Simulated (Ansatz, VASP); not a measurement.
**One calculation of Bi, two programs**

```xyz
1
Lattice="-4.2278 4.2278 1.4554 4.2278 -4.2278 1.4554 4.2278 4.2278 -1.4554" Properties=species:S:1:pos:R:3 pbc="T T T"
Bi    0.0000    0.0000    0.0000
```

Alike in both runs: task single point; functional LDA; k mesh 6 × 6 × 6; no spin polarisation.

|  | VASP | Ansatz |
| --- | --- | --- |
| version | VASP 6.6.1 | Ansatz 0.2.0 |
| potentials or method | VASP PAW LDA potentials, release 64 (Bi_d) | plane waves, PAW |
| plane-wave cutoff (eV) | 520 | 420 |
| occupations | methfessel-paxton of order 1, width 0.1 eV | cold, width 0.1 eV |
| valence electrons in the cell | 15 | 15 |

```tsv
	VASP	Ansatz	Ansatz less VASP
pressure (GPa)	-0.1	-0.1	+0.04
```

LDA's correlation is that of Perdew and Zunger in VASP and of Perdew and Wang (1992) in Ansatz.

The k mesh is coarse, so the values compare programs but aren't converged. Spin-orbit coupling is off throughout.
